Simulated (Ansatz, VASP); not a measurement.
**MgS: VASP beside Ansatz**

```
Mg S
1.0
     0.00000    2.50578    2.50578
     2.50578    0.00000    2.50578
     2.50578    2.50578    0.00000
Mg S
1 1
Direct
  0.00000 0.00000 0.00000
  0.50000 0.50000 0.50000
```

Alike in both runs: task single point; functional PBE; k mesh 8 × 8 × 8; occupations gaussian, width 0.02 eV; no spin polarisation.

|  | VASP | Ansatz |
| --- | --- | --- |
| version | VASP 6.6.1 | Ansatz 0.2.0 |
| potentials or method | VASP PAW PBE potentials, release 64 (Mg, S), cutoff 520 eV | scalar-relativistic, plane waves, PAW |
| valence electrons in the cell | 8 | 16 |

Ansatz gave:

```
gap on the k mesh at the Fermi level (eV) : 3.02
least direct gap on the mesh (eV)         : 4.67
pressure (GPa)                            : 12.3
```

Task: Estimate VASP's values.

Result: gap on the k mesh at the Fermi level (eV): 3.01; least direct gap on the mesh (eV): 4.67; pressure (GPa): 11.9.

VASP's potentials hold 8 valence electrons a cell and Ansatz's 16, so a difference there can come from the potentials and not from the codes.
